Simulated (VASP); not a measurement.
# BaTiO3 (R3m) in VASP: relaxation of cell and atoms with r2SCAN+U

Aim: the relaxation of cell and atoms of BaTiO3 with r2SCAN+U.

Everything below comes from runs of VASP 6.6.1. Logs are shortened: lines on timing, memory, paths and dates and some standing lists are left out, and cuts for length are marked.

## 1. The cell of the first run

It takes space group R3m (No. 160, trigonal). Conventional cell: a = 5.739 Å, b = 5.739 Å, c = 7.057 Å, α = 90.00°, β = 90.00°, γ = 120.00°. Within 3.7 Å of Ba (site symmetry 3m) lie 12 O at 2.83 to 2.93 Å and 8 Ti at 3.43 to 3.63 Å. Within 2.5 Å of Ti (site symmetry 3m) lie 6 O at 1.90 to 2.17 Å. Within 2.5 Å of O (site symmetry m) lie 2 Ti at 1.90 to 2.17 Å. O (site symmetry m) has 2 Ti at 1.90 to 2.17 Å within 2.5 Å.

## 2. Relaxation of cell and atoms, r2SCAN+U

POSCAR

```
BaTiO3
1.0
    8.1272669500      0.0000000000      0.0000000000
    0.0104937400      4.0636233300      0.0000000000
    0.0104937400      0.0104734400      4.0636030300
Ba Ti O
2 2 6
Direct
    0.0000000000      0.0000000000      0.0000000000
    0.5000000000      0.0000000000      0.0000000000
    0.2430000000      0.4860000000      0.4860000000
    0.7430000000      0.4860000000      0.4860000000
    0.2542000000      0.5084000000      0.0185000000
    0.7542000000      0.5084000000      0.0185000000
    0.0092500000      0.5084000000      0.5084000000
    0.5092500000      0.5084000000      0.5084000000
    0.2542000000      0.0185000000      0.5084000000
    0.7542000000      0.0185000000      0.5084000000
```

INCAR.step1

```
ALGO     = Normal         # electronic algorithm
EDIFF    = 1E-5           # SCF threshold, eV
EDIFFG   = -0.005         # ionic threshold
ENCUT    = 660            # plane-wave cutoff, eV
GGA      = PE             # functional
GGA_COMPAT= F            
IBRION   = 2              # ionic algorithm
ISIF     = 3              # what is computed and relaxed
ISMEAR   = -1             # smearing method
KPAR     = 4            
LASPH    = T              # aspherical terms in the spheres
LCHARG   = F              # write CHGCAR
LDAU     = T              # DFT+U
LDAUJ    = 0 0 0        
LDAUL    = -1 2 1         # shell
LDAUTYPE = 2            
LDAUU    = 0 1.04 6.9     # U, eV
LMAXMIX  = 4              # l up to which the mixer works
LREAL    = F              # projectors in reciprocal space
LWAVE    = T              # write WAVECAR
NELM     = 200            # most SCF steps
NELMIN   = 4            
NSW      = 100            # ionic steps
PREC     = Accurate       # precision mode
SIGMA    = 0.1            # smearing width, eV
```

INCAR.step2

```
ALGO     = Normal         # electronic algorithm
EDIFF    = 1E-7           # SCF threshold, eV
EDIFFG   = -0.01          # ionic threshold
ENCUT    = 660            # plane-wave cutoff, eV
GGA_COMPAT= F            
IBRION   = 2              # ionic algorithm
ISIF     = 3              # what is computed and relaxed
ISMEAR   = -1             # smearing method
ISTART   = 1            
KPAR     = 4            
LASPH    = T              # aspherical terms in the spheres
LCHARG   = F              # write CHGCAR
LDAU     = T              # DFT+U
LDAUJ    = 0 0 0        
LDAUL    = -1 2 1         # shell
LDAUPRINT= 1            
LDAUTYPE = 2            
LDAUU    = 0 1.04 6.9     # U, eV
LMAXMIX  = 4              # l up to which the mixer works
LMIXTAU  = T            
LREAL    = F              # projectors in reciprocal space
LWAVE    = F              # write WAVECAR
METAGGA  = R2SCAN         # meta-GGA
NELM     = 200            # most SCF steps
NELMIN   = 4            
NSW      = 100            # ionic steps
PREC     = Accurate       # precision mode
SIGMA    = 0.1            # smearing width, eV
```

KPOINTS

```
k-points
0
Gamma
  3 5 5
```

Potentials or basis: VASP PAW PBE potentials, release 64 (Ba_sv, Ti_sv, O).

Launch:

```
> cat potpaw_PBE.64/Ba_sv/POTCAR potpaw_PBE.64/Ti_sv/POTCAR potpaw_PBE.64/O/POTCAR > POTCAR
> cp INCAR.step1 INCAR
> mpirun -np 4 vasp_std > vasp.out
> cp INCAR.step2 INCAR
> mpirun -np 4 vasp_std > vasp.out
```

OUTCAR:

```text
EDIFF = 1E-7
   EDIFFG = -0.01
   ENCUT = 660
   IBRION = 2
   ISIF = 3
   ISMEAR = -1
   ISTART = 1
   LASPH = T
   LREAL = F
   METAGGA = R2SCAN
   NELM = 200
   NELMIN = 4
   NSW = 100
   PREC = Accurate

 ion  position               nearest neighbor table
   1  0.000  0.000  0.000-  10 2.83   6 2.83   7 2.83   7 2.87   7 2.87   9 2.87  10 2.87   5 2.87
                             6 2.87   9 2.93   5 2.93   7 2.93   3 3.43   3 3.48   3 3.48   4 3.48
   2  0.500  0.000  0.000-   9 2.83   5 2.83   8 2.83   8 2.87   8 2.87  10 2.87   9 2.87   6 2.87
                             5 2.87  10 2.93   6 2.93   8 2.93   4 3.43   4 3.48   4 3.48   3 3.48
   3  0.243  0.486  0.486-   5 1.90   7 1.90   9 1.90   5 2.17   8 2.17   9 2.17   1 3.43   1 3.48
                             1 3.48   2 3.48   2 3.55   2 3.55   1 3.55   2 3.63
   4  0.743  0.486  0.486-   6 1.90   8 1.90  10 1.90   6 2.17   7 2.17  10 2.17   2 3.43   2 3.48
                             2 3.48   1 3.48   1 3.55   1 3.55   2 3.55   1 3.63
   5  0.254  0.508  0.019-   3 1.90   3 2.17   2 2.83   1 2.87   2 2.87   1 2.93
   6  0.754  0.508  0.019-   4 1.90   4 2.17   1 2.83   2 2.87   1 2.87   2 2.93
   7  0.009  0.508  0.508-   3 1.90   4 2.17   1 2.83   1 2.87   1 2.87   1 2.93
   8  0.509  0.508  0.508-   4 1.90   3 2.17   2 2.83   2 2.87   2 2.87   2 2.93
   9  0.254  0.019  0.508-   3 1.90   3 2.17   2 2.83   1 2.87   2 2.87   1 2.93
  10  0.754  0.019  0.508-   4 1.90   4 2.17   1 2.83   2 2.87   1 2.87   2 2.93

  LATTYP: Found a base centered monoclinic cell.
 ALAT       =     5.7542657699
 B/A-ratio  =     0.9974193094
 C/A-ratio  =     1.4123899164
 COS(beta)  =    -0.0036472907

  Lattice vectors:

 A1 = (  -0.0104937400,  -4.0636233300,   0.0000000000)
 A2 = (  -0.0104937400,  -0.0104734400,  -4.0636030300)
 A3 = (   8.1272669500,   0.0000000000,   0.0000000000)

Analysis of symmetry for initial positions (statically):
=====================================================================
 Subroutine PRICEL returns following result:

  LATTYP: Found a trigonal (rhomboedric) cell.
 ALAT       =     4.0636334750
[... 443 lines left out ...]
  o =  0.1102  v =  0.0000  0.0000  0.0000  0.0000  0.0000 -0.5688 -0.5951  0.0022 -0.5677 -0.0007      0.0000  0.0000  0.0000  0.0000  0.0000  0.0000  0.0000  0.0000  0.0000  0.0000
  o =  0.1106  v =  0.0000  0.0000  0.0000  0.0000  0.0000 -0.4200  0.8032  0.0155 -0.4210 -0.0311      0.0000  0.0000  0.0000  0.0000  0.0000  0.0000  0.0000  0.0000  0.0000  0.0000
  o =  0.1106  v = -0.4200  0.8032  0.0155 -0.4210 -0.0311  0.0000  0.0000  0.0000  0.0000  0.0000      0.0000  0.0000  0.0000  0.0000  0.0000  0.0000  0.0000  0.0000  0.0000  0.0000
  o =  0.1107  v =  0.0000  0.0000  0.0000  0.0000  0.0000  0.7066 -0.0011 -0.0274 -0.7069 -0.0158      0.0000  0.0000  0.0000  0.0000  0.0000  0.0000  0.0000  0.0000  0.0000  0.0000
  o =  0.1107  v =  0.7066 -0.0011 -0.0274 -0.7069 -0.0158  0.0000  0.0000  0.0000  0.0000  0.0000      0.0000  0.0000  0.0000  0.0000  0.0000  0.0000  0.0000  0.0000  0.0000  0.0000
  o =  0.2432  v =  0.0224  0.0025  0.8666 -0.0224  0.4979  0.0000  0.0000  0.0000  0.0000  0.0000      0.0000  0.0000  0.0000  0.0000  0.0000  0.0000  0.0000  0.0000  0.0000  0.0000
  o =  0.2432  v =  0.0000  0.0000  0.0000  0.0000  0.0000  0.0224  0.0025  0.8666 -0.0224  0.4979      0.0000  0.0000  0.0000  0.0000  0.0000  0.0000  0.0000  0.0000  0.0000  0.0000
  o =  0.2434  v =  0.0000  0.0000  0.0000  0.0000  0.0000 -0.0155  0.0269 -0.4979 -0.0156  0.8665      0.0000  0.0000  0.0000  0.0000  0.0000  0.0000  0.0000  0.0000  0.0000  0.0000
  o =  0.2434  v = -0.0155  0.0269 -0.4979 -0.0156  0.8665  0.0000  0.0000  0.0000  0.0000  0.0000      0.0000  0.0000  0.0000  0.0000  0.0000  0.0000  0.0000  0.0000  0.0000  0.0000

atom =   4  type =  2  l = 2

 onsite density matrix

spin component  1

  0.1106 -0.0002  0.0036 -0.0002 -0.0003
 -0.0002  0.1106 -0.0015 -0.0002  0.0033
  0.0036 -0.0015  0.2431 -0.0015 -0.0001
 -0.0002 -0.0002 -0.0015  0.1106 -0.0033
 -0.0003  0.0033 -0.0001 -0.0033  0.2432

spin component  2

  0.1106 -0.0002  0.0036 -0.0002 -0.0003
 -0.0002  0.1106 -0.0015 -0.0002  0.0033
  0.0036 -0.0015  0.2431 -0.0015 -0.0001
 -0.0002 -0.0002 -0.0015  0.1106 -0.0033
 -0.0003  0.0033 -0.0001 -0.0033  0.2432

 occupancies and eigenvectors

  o =  0.1102  v = -0.5688 -0.5951  0.0022 -0.5677 -0.0007  0.0000  0.0000  0.0000  0.0000  0.0000      0.0000  0.0000  0.0000  0.0000  0.0000  0.0000  0.0000  0.0000  0.0000  0.0000
  o =  0.1102  v =  0.0000  0.0000  0.0000  0.0000  0.0000 -0.5688 -0.5951  0.0022 -0.5677 -0.0007      0.0000  0.0000  0.0000  0.0000  0.0000  0.0000  0.0000  0.0000  0.0000  0.0000
  o =  0.1106  v =  0.0000  0.0000  0.0000  0.0000  0.0000 -0.4200  0.8032  0.0155 -0.4210 -0.0311      0.0000  0.0000  0.0000  0.0000  0.0000  0.0000  0.0000  0.0000  0.0000  0.0000
  o =  0.1106  v = -0.4200  0.8032  0.0155 -0.4210 -0.0311  0.0000  0.0000  0.0000  0.0000  0.0000      0.0000  0.0000  0.0000  0.0000  0.0000  0.0000  0.0000  0.0000  0.0000  0.0000
  o =  0.1107  v =  0.0000  0.0000  0.0000  0.0000  0.0000  0.7066 -0.0011 -0.0274 -0.7069 -0.0158      0.0000  0.0000  0.0000  0.0000  0.0000  0.0000  0.0000  0.0000  0.0000  0.0000
  o =  0.1107  v =  0.7066 -0.0011 -0.0274 -0.7069 -0.0158  0.0000  0.0000  0.0000  0.0000  0.0000      0.0000  0.0000  0.0000  0.0000  0.0000  0.0000  0.0000  0.0000  0.0000  0.0000
  o =  0.2432  v =  0.0224  0.0025  0.8666 -0.0224  0.4979  0.0000  0.0000  0.0000  0.0000  0.0000      0.0000  0.0000  0.0000  0.0000  0.0000  0.0000  0.0000  0.0000  0.0000  0.0000
  o =  0.2432  v =  0.0000  0.0000  0.0000  0.0000  0.0000  0.0224  0.0025  0.8666 -0.0224  0.4979      0.0000  0.0000  0.0000  0.0000  0.0000  0.0000  0.0000  0.0000  0.0000  0.0000
  o =  0.2434  v =  0.0000  0.0000  0.0000  0.0000  0.0000 -0.0155  0.0269 -0.4979 -0.0156  0.8665      0.0000  0.0000  0.0000  0.0000  0.0000  0.0000  0.0000  0.0000  0.0000  0.0000
  o =  0.2434  v = -0.0155  0.0269 -0.4979 -0.0156  0.8665  0.0000  0.0000  0.0000  0.0000  0.0000      0.0000  0.0000  0.0000  0.0000  0.0000  0.0000  0.0000  0.0000  0.0000  0.0000

--------------------------------------- Ionic step       12  -------------------------------------------

 number of electron      80.0000004 magnetization

 Free energy of the ion-electron system (eV)
  ---------------------------------------------------
  ext. energy  EPLUGINS =         0.00000000
  ---------------------------------------------------
  free energy    TOTEN  =      -117.22143133 eV

  energy without entropy =     -117.22143037  energy(sigma->0) =     -117.22143085

 E-fermi :   4.6321     XC(G=0): -11.8629

 val. band max:        3.1721760435   @ k =   0.0000   0.4000   0.4000
 cond. band min:       5.9832455992   @ k =   0.0000   0.0000   0.0000
 fundamental gap:      2.8110695557
 Fermi energy:         4.6320999411

 k-point     1 :       0.0000    0.0000    0.0000
  band No.  band energies     occupation
      1     -55.6516      2.00000
      2     -55.6507      2.00000
      3     -30.8557      2.00000
      4     -30.8083      2.00000
      5     -30.8050      2.00000
      6     -30.8048      2.00000
[... 1250 lines left out ...]
  FREE ENERGIE OF THE ION-ELECTRON SYSTEM (eV)
  ---------------------------------------------------
  free  energy   TOTEN  =      -117.2214313293 eV

  energy  without entropy=     -117.2214303732  energy(sigma->0) =     -117.22143085

 reached required accuracy - stopping structural energy minimisation
```

OUTCAR.step1:

```text
EDIFF = 1E-5
   EDIFFG = -0.005
   ENCUT = 660
   GGA = PE
   IBRION = 2
   ISIF = 3
   ISMEAR = -1
   LASPH = T
   LREAL = F
   NELM = 200
   NELMIN = 4
   NSW = 100
   PREC = Accurate
[... 470 lines left out ...]
 cond. band min:       5.8840429721   @ k =   0.0000   0.0000   0.0000
 fundamental gap:      2.6121263193
 Fermi energy:         4.6279453325

 k-point     1 :       0.0000    0.0000    0.0000
  band No.  band energies     occupation
      1     -53.2917      2.00000
      2     -53.2910      2.00000
      3     -29.5474      2.00000
      4     -29.5129      2.00000
      5     -29.5079      2.00000
      6     -29.5051      2.00000
[... 1250 lines left out ...]
  FREE ENERGIE OF THE ION-ELECTRON SYSTEM (eV)
  ---------------------------------------------------
  free  energy   TOTEN  =       -48.5517558899 eV

  energy  without entropy=      -48.5517533462  energy(sigma->0) =      -48.55175462

 reached required accuracy - stopping structural energy minimisation
```

Run time: 53 min. Hardware: 4 MPI ranks of Intel Xeon 6975P-C (Granite Rapids), shared host; peak memory 0.48 GiB.

What came out:

```
Free energy                           : -117.2214 eV
Relaxed volume                        : 12.87 Å³/atom
Relaxed cell                          : a = 8.015 Å, b = 4.007 Å, c = 4.007 Å, α = 89.95°, β = 89.94°, γ = 89.94°
Space group after relaxing (to 0.1 Å) : R3m (No. 160)
Energy gained by relaxing             : 9.2 meV/atom
Ionic steps                           : 12
Pressure after relaxing               : 0.0 GPa
Largest force after relaxing          : 0.007 eV/Å
Band gap on the k mesh                : 2.81 eV
```

Forces on the atoms (eV/Å):
```
Ba  -0.002  0.000  0.000
Ba  -0.002  0.000  0.000
Ti   0.001  0.003  0.003
Ti   0.001  0.003  0.003
O    0.002  0.002 -0.007
O    0.002  0.002 -0.007
O   -0.004  0.002  0.002
O   -0.004  0.002  0.002
O    0.002 -0.007  0.002
O    0.002 -0.007  0.002
```

Step by step:
```csv
step,energy change (eV),largest force (eV/Å),pressure (GPa),volume (Å³)
1,0.0000,0.1118,-5.52,134.21
2,0.0269,0.7169,7.00,125.43
3,-0.0758,0.2498,-0.16,130.04
4,-0.0857,0.1570,-0.09,129.52
5,-0.0898,0.0620,0.13,128.84
6,-0.0899,0.0667,0.11,128.88
7,-0.0910,0.0433,-0.20,129.01
8,-0.0911,0.0405,-0.34,129.08
9,-0.0917,0.0285,-0.03,128.80
10,-0.0917,0.0253,0.07,128.72
11,-0.0920,0.0172,0.02,128.71
12,-0.0920,0.0073,-0.01,128.69
```

Final structure:
```
CELL_PARAMETERS angstrom
8.01534 -0.00605 -0.00604
0.00732 4.00686 -0.00331
0.00732 0.00702 4.00685
ATOMIC_POSITIONS crystal
Ba 0.99995 0.99992 0.99992
Ba 0.49995 0.99992 0.99992
Ti 0.24533 0.49092 0.49092
Ti 0.74533 0.49092 0.49092
O 0.25400 0.50799 0.01465
O 0.75400 0.50799 0.01465
O 0.00738 0.50781 0.50781
O 0.50738 0.50781 0.50781
O 0.25400 0.01465 0.50799
O 0.75400 0.01465 0.50799
```

Eigenvalues of the final occupation matrices:
| site | spin | trace | eigenvalues |
| --- | --- | --- | --- |
| site 3 d | 1 | 0.82 | 0.11 0.11 0.11 0.24 0.24 |
| site 3 d | 2 | 0.82 | 0.11 0.11 0.11 0.24 0.24 |
| site 4 d | 1 | 0.82 | 0.11 0.11 0.11 0.24 0.24 |
| site 4 d | 2 | 0.82 | 0.11 0.11 0.11 0.24 0.24 |

Caveat: the PAW data sets were made with another functional, which shifts forces and pressure a little; spin-orbit coupling is left out, which moves the levels of the heavy elements.
